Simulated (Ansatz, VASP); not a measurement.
This is a calculation of TePb for VASP 6.6.1.

INCAR

```
SYSTEM = TePb
ALGO     = Normal         ! electronic algorithm
EDIFF    = 1E-6           ! SCF threshold, eV
ENCUT    = 500            ! plane-wave cutoff, eV
GGA      = LIBXC          ! functional
GGA_COMPAT= .FALSE.      
ISIF     = 2              ! what is computed and relaxed
ISMEAR   = -1             ! smearing method
LASPH    = .TRUE.         ! aspherical terms in the spheres
LCHARG   = .FALSE.        ! write CHGCAR
LIBXC1   = GGA_X_B88    
LIBXC2   = GGA_C_PBE    
LREAL    = .FALSE.        ! projectors in reciprocal space
LWAVE    = .FALSE.        ! write WAVECAR
NBANDS   = 17             ! bands
NELM     = 120            ! most SCF steps
PREC     = Accurate       ! precision mode
SIGMA    = 0.05           ! smearing width, eV
```

Contents of KPOINTS:

```
k-points
0
G
  7 7 7
  0 0 0
```

File POSCAR:

```
TePb
1.0
    0.0000000000      3.1873324849      3.1873324849
    3.1873324849      0.0000000000      3.1873324849
    3.1873324849      3.1873324849      0.0000000000
Pb Te
1 1
Direct
    0.0000000000      0.0000000000      0.0000000000
    0.5000000000      0.5000000000      0.5000000000
```

Potentials or basis: VASP PAW PBE potentials, release 64 (Pb_d, Te).

Run with:

```bash
$ cat potpaw_PBE.64/Pb_d/POTCAR potpaw_PBE.64/Te/POTCAR > POTCAR
$ mpirun -np 1 vasp_std > vasp.out
```

Task: Set up the same calculation for Ansatz 0.2.0. Potentials there: Ansatz PAW.

Result: As run (the cutoff follows the program's own potentials):

input.yaml

```yaml
crystal:
  lattice:
    - [0.0, 3.1873324849, 3.1873324849]
    - [3.1873324849, 0.0, 3.1873324849]
    - [3.1873324849, 3.1873324849, 0.0]
  atoms:
    - { symbol: Pb, position: [0.0, 0.0, 0.0] }
    - { symbol: Te, position: [0.5, 0.5, 0.5] }
hamiltonian:
  xc: { exchange: b88, correlation: pbe }
  pseudopotentials: { kind: paw }
kpoints:
  mp_grid: { grid: [7, 7, 7] }
scf:
  occupations: { method: fermi_dirac, width: 0.05 }
output:
  forces: true
  stress: true
  eigenvalues: true
```

Potentials or basis: Ansatz PAW.

Launch:

```sh
$ ansatz run input.yaml --threads 2 --pin off --max-ram 5120MiB --backend cpu --events-out ev --progress --plain --runs-dir out
```

Both were run:

|  | VASP | Ansatz | Ansatz less VASP |
| --- | --- | --- | --- |
| pressure (GPa) | 4.0 | 4.1 | +0.06 |

VASP's potentials were made for PBE, not for b88 exchange, pbe correlation. VASP's potentials hold 20 valence electrons a cell and Ansatz's 30, so a difference there can come from the potentials and not from the codes.

Neither program's run includes spin-orbit coupling.
